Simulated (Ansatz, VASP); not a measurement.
**BaO in VASP and in Ansatz**

```
Ba O
1.0
     0.00000    2.63667    2.63667
     2.63667    0.00000    2.63667
     2.63667    2.63667    0.00000
Ba O
1 1
Direct
  0.00000 0.00000 0.00000
  0.50000 0.50000 0.50000
```

Change from the starting cell: hydrostatic strain -4.9%.

Alike in both runs: task single point; functional HSE06; k mesh 6 × 6 × 6; no spin polarisation.

```csv
,VASP,Ansatz
version,VASP 6.6.1,Ansatz 0.2.0
potentials or method,"VASP PAW PBE potentials, release 64 (Ba_sv, O)","plane waves, PAW"
plane-wave cutoff (eV),520,420
occupations,"gaussian, width 0.01 eV",fixed
valence electrons in the cell,16,16
```

|  | VASP | Ansatz | Ansatz less VASP |
| --- | --- | --- | --- |
| gap on the k mesh at the Fermi level (eV) | 2.58 | 2.68 | +0.091 |
| pressure (GPa) | 17.9 | 15.0 | -2.95 |

Ansatz's warnings: stress exchange threshold loose, stress scf threshold loose.

Neither program's run includes spin-orbit coupling.
